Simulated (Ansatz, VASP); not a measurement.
Sn: VASP beside Ansatz

```
CELL_PARAMETERS angstrom
0.00000 3.22382 3.22382
3.22382 0.00000 3.22382
3.22382 3.22382 0.00000
ATOMIC_POSITIONS crystal
Sn 0.50000 0.50000 0.50000
Sn 0.75000 0.75000 0.75000
```

Change from the starting cell: volume scaled by 0.98, crystal datasets.

Alike in both runs: task electric field gradients; functional PBE; k mesh 9 × 9 × 9; occupations fermi-dirac, width 0.03 eV; no spin polarisation.

|  | VASP | Ansatz |
| --- | --- | --- |
| version | VASP 6.6.1 | Ansatz 0.2.0 |
| potentials or method | VASP PAW PBE potentials, release 64 (Sn_d), cutoff 520 eV | all-electron PAW with datasets made for the crystal, scalar-relativistic |

|  | VASP | Ansatz | Ansatz less VASP |
| --- | --- | --- | --- |
| pressure (GPa) | 4.2 | 4.3 | +0.05 |

Ansatz ran all-electron here, and VASP with PAW potentials.
